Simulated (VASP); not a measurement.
# Rh (Fm-3m) in VASP: notebook

Rh is run at these levels: PBE; tasks: single point.

Everything below comes from runs of VASP 6.6.1. Logs are shortened: lines on timing, memory, paths and dates and some standing lists are left out, and cuts for length are marked.

**1. The cell of the first run**

Symmetry: Fm-3m, No. 225, cubic system. Conventional cell: a = 3.796 Å, b = 3.796 Å, c = 3.796 Å, α = 90.00°, β = 90.00°, γ = 90.00°. Rh (site symmetry m-3m) has 12 Rh at 2.68 Å within 3.5 Å.

**2. Single point, PBE**

Input file INCAR:

```
  ALGO = Normal
  EDIFF = 1E-7
  ENCUT = 520
  GGA = PE
  ISIF = 2
  ISMEAR = -1
  LASPH = T
  LCHARG = F
  LREAL = F
  LWAVE = F
  NBANDS = 14
  NELM = 80
  PREC = Accurate
  SIGMA = 0.15
```

Input file KPOINTS:

```
k-points
0
Gamma
  14 14 14
```

Input file POSCAR:

```
Rh
1.0
    0.0000000000      1.8978500000      1.8978500000
    1.8978500000      0.0000000000      1.8978500000
    1.8978500000      1.8978500000      0.0000000000
Rh
1
Direct
    0.0000000000      0.0000000000      0.0000000000
```

Potentials or basis: VASP PAW PBE potentials, release 64 (Rh_pv).

Launch:

```sh
$ cat potpaw_PBE.64/Rh_pv/POTCAR > POTCAR
$ mpirun -np 1 vasp_std > vasp.out
```

OUTCAR:

```text
EDIFF = 1E-7
   ENCUT = 520
   GGA = PE
   ISIF = 2
   ISMEAR = -1
   LASPH = T
   LREAL = F
   NELM = 80
   PREC = Accurate

 ion  position               nearest neighbor table
   1  0.000  0.000  0.000-

  LATTYP: Found a face centered cubic cell.
 ALAT       =     3.7957000000

  Lattice vectors:

 A1 = (   0.0000000000,   1.8978500000,   1.8978500000)
 A2 = (   1.8978500000,   0.0000000000,   1.8978500000)
 A3 = (   1.8978500000,   1.8978500000,   0.0000000000)

Analysis of symmetry for initial positions (statically):
=====================================================================
 Subroutine PRICEL returns:
 Original cell was already a primitive cell.

 Routine SETGRP: Setting up the symmetry group for a
 face centered cubic supercell.

 Subroutine GETGRP returns: Found 48 space group operations
 (whereof 48 operations were pure point group operations)
 out of a pool of 48 trial point group operations.

The static configuration has the point symmetry O_h .

Analysis of symmetry for dynamics (positions and initial velocities):
=====================================================================
 Subroutine PRICEL returns:
 Original cell was already a primitive cell.

 Routine SETGRP: Setting up the symmetry group for a
 face centered cubic supercell.

 Subroutine GETGRP returns: Found 48 space group operations
 (whereof 48 operations were pure point group operations)
 out of a pool of 48 trial point group operations.

The dynamic configuration has the point symmetry O_h .

 Subroutine INISYM returns: Found 48 space group operations
 (whereof 48 operations are pure point group operations),
 and found     1 'primitive' translations

----------------------------------------------------------------------------------------

                                     Primitive cell

  volume of cell :      13.6715

  direct lattice vectors                    reciprocal lattice vectors
     0.000000000  1.897850000  1.897850000    -0.263456016  0.263456016  0.263456016
     1.897850000  0.000000000  1.897850000     0.263456016 -0.263456016  0.263456016
     1.897850000  1.897850000  0.000000000     0.263456016  0.263456016 -0.263456016

  length of vectors
     2.683965209  2.683965209  2.683965209     0.456319205  0.456319205  0.456319205

  position of ions in fractional coordinates (direct lattice)
     0.000000000  0.000000000  0.000000000

  ion indices of the primitive-cell ions
   primitive index   ion index
                 1           1

----------------------------------------------------------------------------------------

 KPOINTS: k-points

Automatic generation of k-mesh.
 Grid dimensions read from file:
 generate k-points for:   14   14   14

 Generating k-lattice:

  Cartesian coordinates                     Fractional coordinates (reciprocal lattice)
    -0.018818287  0.018818287  0.018818287     0.071428571  0.000000000  0.000000000
     0.018818287 -0.018818287  0.018818287     0.000000000  0.071428571  0.000000000
     0.018818287  0.018818287 -0.018818287     0.000000000  0.000000000  0.071428571

  Length of vectors
     0.032594229  0.032594229  0.032594229

  Shift w.r.t. Gamma in fractional coordinates (k-lattice)
     0.000000000  0.000000000  0.000000000

 Subroutine IBZKPT returns following result:
 ===========================================

 Found    104 irreducible k-points:

 Following reciprocal coordinates:
            Coordinates               Weight
  0.000000  0.000000  0.000000      1.000000
  0.071429  0.000000  0.000000      8.000000
  0.142857  0.000000  0.000000      8.000000
  0.214286  0.000000  0.000000      8.000000
  0.285714  0.000000  0.000000      8.000000
  0.357143  0.000000  0.000000      8.000000
[... 16 lines left out ...]
  0.214286  0.142857  0.000000     24.000000
  0.285714  0.142857  0.000000     24.000000
 [... further k-points ...]
   k-points           NKPTS =    104   k-points in BZ     NKDIM =    104   number of bands    NBANDS=     14
   number of dos      NEDOS =    301   number of ions     NIONS =      1
   total plane-waves  NPLWV =   8000
   dimension x,y,z NGX =    20 NGY =   20 NGZ =   20
   dimension x,y,z NGXF=    40 NGYF=   40 NGZF=   40
   ions per type =               1
   NGX,Y,Z   is equivalent  to a cutoff of  12.39, 12.39, 12.39 a.u.
   NGXF,Y,Z  is equivalent  to a cutoff of  24.78, 24.78, 24.78 a.u.
 SYSTEM =  unknown system
   PREC   = accura    normal or accurate (medium, high low for compatibility)
   ISTART =      0    job   : 0-new  1-cont  2-samecut
   ICHARG =      2    charge: 1-file 2-atom 10-const
   ISPIN  =      1    spin polarized calculation?
   LNONCOLLINEAR =      F non collinear calculations
   LSORBIT =      F    spin-orbit coupling
   LASPH  =      T    aspherical Exc in radial PAW
   ENCUT  =  520.0 eV  38.22 Ry    6.18 a.u.   4.99  4.99  4.99*2*pi/ulx,y,z
   NELM   =     80;   NELMIN=  2; NELMDL= -5     # of ELM steps
   EDIFF  = 0.1E-06   stopping-criterion for ELM
   LREAL  =      F    real-space projection
   EDIFFG = 0.1E-05   stopping-criterion for IOM
   NSW    =      0    number of steps for IOM
   IBRION =     -1    ionic relax: 0-MD 1-quasi-New 2-CG
   NFREE  =      0    steps in history (QN), initial steepest desc. (CG)
   ISIF   =      2    stress and relaxation
   ISYM   =      2    0-nonsym 1-usesym 2-fastsym
   POTIM  = 0.5000    time-step for ionic-motion
   TEBEG  =    0.0;   TEEND  =   0.0 temperature during run
   PSTRESS=    0.0 pullay stress
   NELECT =      15.0000    total number of electrons
   NUPDOWN=      -1.0000    fix difference up-down
   EMIN   =  10.00;   EMAX   =-10.00  energy-range for DOS
   EFERMI =   0.00;   METHOD = LEGACY
   ISMEAR =    -1;   SIGMA  =   0.15  broadening in eV -4-tet -1-fermi 0-gaus
   EFERMI_NEDOS =   21; number of points for ismear=-14 and -15
   IALGO  =     38    algorithm
   IMIX   =      4    mixing-type and parameters
     AMIX     =   0.40;   BMIX     =  1.00
     AMIX_MAG =   1.60;   BMIX_MAG =  1.00
  volume/ion in A,a.u.               =      13.67        92.26
  Fermi-wavevector in a.u.,A,eV,Ry     =   1.688496  3.190795 38.790465  2.851019
  Thomas-Fermi vector in A             =   2.770792
   LORBIT       =      0    0 simple, 1 ext, 2 COOP (PROOUT), +10 PAW based schemes
   GGA     = PE    functional components
   LHFCALC =     F    Hartree Fock is set to
   AEXX    =    0.0000 exact exchange contribution
   IVDW    =     0    specifies the selected vdW correction
   LEPSILON=     F    determine dielectric tensor
   LRPA    =     F    only Hartree local field effects (RPA)
 non-spin polarized calculation
  energy-cutoff  :      520.00
  volume of cell :       13.67
 maximum number of plane-waves:       378
   NGX =  9   NGY =  9   NGZ =  9

 number of electron      15.0000007 magnetization

 Free energy of the ion-electron system (eV)
  ---------------------------------------------------
  ext. energy  EPLUGINS =         0.00000000
  ---------------------------------------------------
  free energy    TOTEN  =        -7.29790844 eV

  energy without entropy =       -7.19681111  energy(sigma->0) =       -7.24735978

 E-fermi :  12.0003     XC(G=0): -14.0664

 val. band max:       11.9966435345   @ k =   0.4286   0.0000   0.0000
 cond. band min:      12.0052378287   @ k =   0.3571   0.0714   0.0000
 fundamental gap:      0.0085942941
 Fermi energy:        12.0002810438

 k-point     1 :       0.0000    0.0000    0.0000
  band No.  band energies     occupation
      1     -34.3669      2.00000
      2     -34.3669      2.00000
      3     -34.3669      2.00000
      4       4.0073      2.00000
      5       8.9126      2.00000
      6       8.9126      2.00000
      7       8.9126      2.00000
      8      11.0167      1.99716
      9      11.0167      1.99716
     10      28.0005      0.00000
     11      32.5494      0.00000
     12      33.4912      0.00000
     13      33.4912      0.00000
     14      33.4912      0.00000

 k-point     2 :       0.0714    0.0000    0.0000
  band No.  band energies     occupation
      1     -34.4052      2.00000
      2     -34.3721      2.00000
      3     -34.3721      2.00000
      4       4.2132      2.00000
      5       8.8222      2.00000
      6       8.9925      2.00000
      7       8.9925      2.00000
      8      10.9725      1.99789
      9      10.9725      1.99789
     10      28.2985      0.00000
     11      32.4026      0.00000
     12      32.5559      0.00000
     13      33.7937      0.00000
     14      33.7937      0.00000

 k-point     3 :       0.1429    0.0000    0.0000
  band No.  band energies     occupation
      1     -34.5117      2.00000
      2     -34.3865      2.00000
      3     -34.3865      2.00000
      4       4.7827      2.00000
      5       8.6289      2.00000
      6       9.1775      2.00000
      7       9.1775      2.00000
      8      10.9062      1.99864
      9      10.9062      1.99864
     10      29.0189      0.00000
     11      30.4124      0.00000
     12      32.5497      0.00000
     13      34.6518      0.00000
     14      34.6518      0.00000
[... 324 lines left out ...]
 k-point    23 :       0.2143    0.1429    0.0000
  band No.  band energies     occupation
      1     -34.6059      2.00000
      2     -34.4450      2.00000
      3     -34.4388      2.00000
      4       5.6347      2.00000
      5       7.9729      2.00000
      6       9.5815      2.00000
      7       9.7284      2.00000
      8      10.3510      1.99997
      9      11.4369      1.95430
     10      30.0261      0.00000
     11      30.3779      0.00000
     12      32.5492      0.00000
     13      33.0379      0.00000
     14      33.5931      0.00000

 k-point    24 :       0.2857    0.1429    0.0000
  band No.  band energies     occupation
      1     -34.7417      2.00000
      2     -34.4708      2.00000
      3     -34.4627      2.00000
      4       6.2700      2.00000
      5       7.8945      2.00000
      6       9.2602      2.00000
      7       9.8270      2.00000
      8      11.0951      1.99522
      9      11.7488      1.68483
     10      28.0259      0.00000
     11      30.4474      0.00000
     12      32.5480      0.00000
     13      32.7393      0.00000
     14      33.9869      0.00000

 [... further k-points ...]
[... 5 lines left out ...]
  --------------------------------------------------------------------------------------
  -------------------------------------------------------------------------------------
  Total        0.7262697      0.7262697      0.7262697      0.0000000     -0.0000000      0.0000000
  in kB       85.1124009     85.1124009     85.1124009      0.0000000     -0.0000000      0.0000000
  external PRESSURE =      85.1124009 kB  Pullay stress =       0.0000000 kB

 VOLUME and BASIS-vectors are now :
 -----------------------------------------------------------------------------
  energy-cutoff  :      520.00
  volume of cell :       13.67
      direct lattice vectors                 reciprocal lattice vectors
     0.000000000  1.897850000  1.897850000    -0.263456016  0.263456016  0.263456016
     1.897850000  0.000000000  1.897850000     0.263456016 -0.263456016  0.263456016
     1.897850000  1.897850000  0.000000000     0.263456016  0.263456016 -0.263456016

 POSITION                                       TOTAL-FORCE (eV/Angst)
 -----------------------------------------------------------------------------------
      0.00000      0.00000      0.00000        -0.000000      0.000000      0.000000
 -----------------------------------------------------------------------------------
    total drift:                                0.000000     -0.000000      0.000000

  FREE ENERGIE OF THE ION-ELECTRON SYSTEM (eV)
  ---------------------------------------------------
  free  energy   TOTEN  =        -7.2979084387 eV

  energy  without entropy=       -7.1968111146  energy(sigma->0) =       -7.24735978
```

Wall time 19 s (1 thread of Intel Xeon Platinum 8259CL at 2.50GHz (Skylake/Cascade Lake), shared host); peak memory 0.13 GiB.

Results:

```
Free energy : -7.2979 eV
Pressure    : 8.5 GPa
```

(Part 1 of 2 ends here.)
